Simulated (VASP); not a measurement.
A run of VASP 6.6.1 is set up as follows.

Contents of INCAR:

```
SYSTEM = Rb
  PREC = Accurate
  ENCUT = 600
  EDIFF = 1E-7
  ISMEAR = 0
  SIGMA = 0.1
  LREAL = .FALSE.
  LASPH = .TRUE.
  NELM = 60
  ALGO = Normal
  ISIF = 3
  LWAVE = .FALSE.
  LCHARG = .FALSE.
  GGA = PS
  IVDW = 12
  IBRION = 2
  NSW = 80
  EDIFFG = -0.01
```

The input KPOINTS:

```
Automatic mesh
0
G
  5 5 5
  0 0 0
```

File POSCAR:

```
Rb
1.0
    4.9915730000      0.0000000000      0.0000000000
   -2.0035305509      4.5718340243      0.0000000000
   -1.4940214929     -2.2859174227      4.1783109422
Rb
1
Direct
    0.0000000000      0.0000000000      0.0000000000
```

Potentials or basis: VASP PAW PBE potentials, release 64 (Rb_sv).

Launch:

```sh
$ cat potpaw_PBE.64/Rb_sv/POTCAR > POTCAR
$ mpirun -np 1 vasp_std > vasp.out
```

(1) What does it give for the relaxed cell?

(2) What does it give for the dispersion energy per atom?

Answers

(1) a = 4.684 Å, b = 4.684 Å, c = 4.684 Å, α = 106.92°, β = 106.92°, γ = 114.71°.

(2) -0.140 eV.
